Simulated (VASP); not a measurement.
Wanted: the native input for a VASP 6.6.1 run.

```
Task                   : single point
Functional             : LDA
Potentials or basis    : VASP PAW LDA potentials, release 64 (Tl_d)
Cutoff                 : 520 eV
k mesh                 : 11 × 11 × 11
Occupations            : fermi-dirac, width 0.05 eV
Spin                   : no spin polarisation
Dipole correction      : no
Further INCAR settings : ALGO = Normal; EDIFF = 1e-06; NBANDS = 20
```

The structure of Tl lies in POSCAR:

```
Tl
1.0
    0.0000000000      3.4361309697      3.4361309697
    3.4361309697      0.0000000000      3.4361309697
    3.4361309697      3.4361309697      0.0000000000
Tl
2
Direct
   -0.1250000000     -0.1250000000     -0.1250000000
    0.1250000000      0.1250000000      0.1250000000
```

One way to write it, as run:

INCAR

```
ALGO = Normal
EDIFF = 1E-6
ENCUT = 520
ISIF = 2
ISMEAR = -1
LASPH = True
LCHARG = False
LREAL = False
LWAVE = False
NBANDS = 20
NELM = 60
PREC = Accurate
SIGMA = 0.05
```

KPOINTS

```
k-points
0
Gamma
  11 11 11
```

Potentials or basis: VASP PAW LDA potentials, release 64 (Tl_d).

The run is started by

```bash
$ cat potpaw_LDA.64/Tl_d/POTCAR > POTCAR
$ mpirun -np 1 vasp_std > vasp.out
```

Results of the run:

```yaml
Pressure: -1.2 GPa
Band_gap_on_the_k_mesh: zero (band 13 reaches 5.51 eV, above the bottom of band 14 at 2.38 eV)
```

Caveat: spin-orbit coupling is left out, which moves the levels of the heavy elements.

It took 20 s on 1 thread of Intel(R) Xeon(R) 6975P-C (Granite Rapids), on a shared host, peak memory 0.21 GiB.
